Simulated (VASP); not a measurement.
# Sn (Fd-3m) in VASP: further runs, part 2 of 2

VASP 6.6.1.

## (3) Single point, PBEsol (15.75 Å³/atom)

This run uses another cell than the first one, of 15.75 Å³/atom.

Contents of INCAR:

```
SYSTEM = Sn
  ALGO = Normal
  EDIFF = 1E-7
  ENCUT = 520
  GGA = PS
  ISIF = 2
  ISMEAR = -1
  LASPH = .True.
  LCHARG = .False.
  LREAL = .False.
  LWAVE = .False.
  NBANDS = 21
  NELM = 60
  PREC = Accurate
  SIGMA = 0.1
```

Contents of KPOINTS:

```
k-points
0
Gamma
  10 10 10
  0 0 0
```

Contents of POSCAR:

```
Sn
1.0
    0.0000000000      2.5066489675      2.5066489675
    2.5066489675      0.0000000000      2.5066489675
    2.5066489675      2.5066489675      0.0000000000
Sn
2
Direct
   -0.1250000000     -0.1250000000     -0.1250000000
    0.1250000000      0.1250000000      0.1250000000
```

Potentials or basis: VASP PAW PBE potentials, release 64 (Sn_d).

Command:

```
$ cat potpaw_PBE.64/Sn_d/POTCAR > POTCAR
$ mpirun -np 1 vasp_std > vasp.out
```

OUTCAR:

```text
SYSTEM = Sn
   EDIFF = 1E-7
   ENCUT = 520
   GGA = PS
   ISIF = 2
   ISMEAR = -1
   LASPH = .True.
   LREAL = .False.
   NELM = 60
   PREC = Accurate

 ion  position               nearest neighbor table
   1  0.875  0.875  0.875-   2 2.17   2 2.17   2 2.17   2 2.17
   2  0.125  0.125  0.125-   1 2.17   1 2.17   1 2.17   1 2.17

  LATTYP: Found a face centered cubic cell.
 ALAT       =     5.0132979350

  Lattice vectors:

 A1 = (   0.0000000000,   2.5066489675,   2.5066489675)
 A2 = (   2.5066489675,   0.0000000000,   2.5066489675)
 A3 = (   2.5066489675,   2.5066489675,   0.0000000000)

Analysis of symmetry for initial positions (statically):
=====================================================================
 Subroutine PRICEL returns:
 Original cell was already a primitive cell.

 Routine SETGRP: Setting up the symmetry group for a
 face centered cubic supercell.

 Subroutine GETGRP returns: Found 48 space group operations
 (whereof 12 operations were pure point group operations)
 out of a pool of 48 trial point group operations.

The static configuration has the point symmetry D_3d.
 The point group associated with its full space group is O_h .

[... 157 lines left out ...]
  free energy    TOTEN  =         3.88455077 eV

  energy without entropy =        3.89584791  energy(sigma->0) =        3.89019934

 E-fermi :  17.6646     XC(G=0): -13.0304

 val. band max:       17.6380228535   @ k =   0.3000   0.3000   0.0000
 cond. band min:      17.7499245139   @ k =   0.1000   0.1000   0.0000
 fundamental gap:      0.1119016604
 Fermi energy:        17.6646359642

 k-point     1 :       0.0000    0.0000    0.0000
  band No.  band energies     occupation
      1      -7.8824      2.00000
      2      -7.8824      2.00000
      3      -7.8824      2.00000
      4      -7.6969      2.00000
      5      -7.6969      2.00000
      6      -5.8025      2.00000
[... 565 lines left out ...]
     20      30.1117      0.00000
     21      31.4160      0.00000

 [... further k-points ...]

------------------------ aborting loop because EDIFF is reached ----------------------------------------

  FORCE on cell =-STRESS in cart. coord.  units (eV):
  Direction    XX          YY          ZZ          XY          YZ          ZX
  --------------------------------------------------------------------------------------
  -------------------------------------------------------------------------------------
  Total       42.6427352     42.6427352     42.6427352     -0.0000000      0.0000000      0.0000000
  in kB     2168.9277337   2168.9277337   2168.9277337     -0.0000000      0.0000000      0.0000000
  external PRESSURE =    2168.9277337 kB  Pullay stress =       0.0000000 kB

 VOLUME and BASIS-vectors are now :
 -----------------------------------------------------------------------------
  energy-cutoff  :      520.00
  volume of cell :       31.50
      direct lattice vectors                 reciprocal lattice vectors
     0.000000000  2.506648967  2.506648967    -0.199469494  0.199469494  0.199469494
     2.506648967  0.000000000  2.506648967     0.199469494 -0.199469494  0.199469494
     2.506648967  2.506648967  0.000000000     0.199469494  0.199469494 -0.199469494

 POSITION                                       TOTAL-FORCE (eV/Angst)
 -----------------------------------------------------------------------------------
      4.38664      4.38664      4.38664        -0.000000      0.000000      0.000000
      0.62666      0.62666      0.62666         0.000000     -0.000000     -0.000000
 -----------------------------------------------------------------------------------
    total drift:                                0.000000     -0.000000     -0.000000

  FREE ENERGIE OF THE ION-ELECTRON SYSTEM (eV)
  ---------------------------------------------------
  free  energy   TOTEN  =         3.8845507657 eV

  energy  without entropy=        3.8958479065  energy(sigma->0) =        3.89019934
```

OSZICAR:

```text
N       E                     dE             d eps       ncg     rms          rms(c)
DAV:   1     0.227749096403E+03    0.22775E+03   -0.14353E+04  2126   0.256E+03
DAV:   2     0.242766202377E+02   -0.20347E+03   -0.19781E+03  1979   0.474E+02
DAV:   3     0.361812431881E+01   -0.20658E+02   -0.20513E+02  2264   0.136E+02
DAV:   4     0.306898330359E+01   -0.54914E+00   -0.54875E+00  2264   0.234E+01
DAV:   5     0.305182914908E+01   -0.17154E-01   -0.17153E-01  2654   0.398E+00    0.937E+00
DAV:   6     0.360151640951E+01    0.54969E+00   -0.12394E-01  2727   0.302E+00    0.530E+00
DAV:   7     0.388376666187E+01    0.28225E+00   -0.19445E-01  2726   0.398E+00    0.223E-01
DAV:   8     0.388453150239E+01    0.76484E-03   -0.12412E-02  2244   0.846E-01    0.672E-02
DAV:   9     0.388454284012E+01    0.11338E-04   -0.36302E-04  2643   0.149E-01    0.227E-02
DAV:  10     0.388454875907E+01    0.59190E-05   -0.14546E-05  2473   0.342E-02    0.908E-03
DAV:  11     0.388455058296E+01    0.18239E-05   -0.85051E-07  2448   0.734E-03    0.621E-04
DAV:  12     0.388455071986E+01    0.13689E-06   -0.22653E-08  1405   0.162E-03    0.317E-04
DAV:  13     0.388455076575E+01    0.45893E-07   -0.10482E-08  1282   0.931E-04
   1 F= 0.38845508E+01 E0= 0.38901993E+01  d E =-.112971E-01
```

It took 65 s on 1 thread of Intel Xeon 8259CL, shared host; peak memory 0.17 GiB.

What came out:

```
Free energy            : 3.8846 eV
Pressure               : 216.9 GPa
Band gap on the k mesh : zero (bands 14 and 15 overlap by 1.67 eV)
```

Caveat: the cell stands under pressure; the PAW data sets were made with another functional, which shifts forces and pressure a little; spin-orbit coupling is left out, which moves the levels of the heavy elements.

## (4) Single point, PBEsol (19.25 Å³/atom)

This run uses another cell than the first one, of 19.25 Å³/atom.

Contents of INCAR:

```
PREC     = Accurate       # precision mode
ENCUT    = 520            # plane-wave cutoff, eV
EDIFF    = 1E-7           # SCF threshold, eV
ISMEAR   = -1             # smearing method
SIGMA    = 0.1            # smearing width, eV
LREAL    = F              # projectors in reciprocal space
LASPH    = T              # aspherical terms in the spheres
NELM     = 60             # most SCF steps
ALGO     = Normal         # electronic algorithm
ISIF     = 2              # what is computed and relaxed
LWAVE    = F              # write WAVECAR
LCHARG   = F              # write CHGCAR
GGA      = PS             # functional
NBANDS   = 21             # bands
```

Contents of KPOINTS:

```
regular mesh
0
Gamma
  10 10 10
```

Contents of POSCAR:

```
Sn
1.0
    0.0000000000      2.6800542055      2.6800542055
    2.6800542055      0.0000000000      2.6800542055
    2.6800542055      2.6800542055      0.0000000000
Sn
2
Direct
   -0.1250000000     -0.1250000000     -0.1250000000
    0.1250000000      0.1250000000      0.1250000000
```

Command:

```
$ cat potpaw_PBE.64/Sn_d/POTCAR > POTCAR
$ mpirun -np 1 vasp_std > vasp.out
```

It took 58 s on 1 thread of Intel Xeon 8259CL, shared host; peak memory 0.17 GiB.

The run converged. Its results:

```yaml
Free_energy: -2.7420 eV
Pressure: 102.2 GPa
Band_gap_on_the_k_mesh: zero (bands 14 and 15 overlap by 0.83 eV)
```

Levels at points of the mesh, in eV from the Fermi level:
```tsv
k point	band 10	band 11	band 12	band 13	band 14	band 15	band 16	band 17	band 18	band 19
(0.00, 0.00, 0.00)	-22.34	-15.76	0.62	0.62	0.62	2.26	2.26	2.26	3.91	5.04
(0.50, 0.00, 0.00)	-22.27	-12.35	-9.82	-1.97	-1.97	1.97	3.40	3.40	4.39	10.31
(0.50, 0.50, 0.00)	-22.19	-10.18	-10.18	-4.80	-4.80	-0.07	-0.07	11.94	11.94	12.83
```

Caveat: the cell stands under pressure; the PAW data sets were made with another functional, which shifts forces and pressure a little; spin-orbit coupling is left out, which moves the levels of the heavy elements.

## (5) Summary

```csv
cell,gap on the mesh (eV),pressure (GPa)
"a = 3.408 Å, angles 60.0°, 2 atoms",none,326.6
"a = 3.545 Å, angles 60.0°, 2 atoms",none,216.9
"a = 3.790 Å, angles 60.0°, 2 atoms",none,102.2
```

Alike in all rows: task single point; level PBEsol; potentials or basis VASP PAW PBE potentials, release 64 (Sn_d); no spin polarisation; k mesh 10 × 10 × 10; cutoff (eV) 520; smearing fermi-dirac 0.1 eV.

Caveats: the cell stands under pressure; the PAW data sets were made with another functional, which shifts forces and pressure a little; spin-orbit coupling is left out, which moves the levels of the heavy elements.

Total energies depend on the potentials used, so only differences within one code and one set of settings carry meaning.

The gap in the log of VASP goes by the Fermi energy; the results here count the filled bands.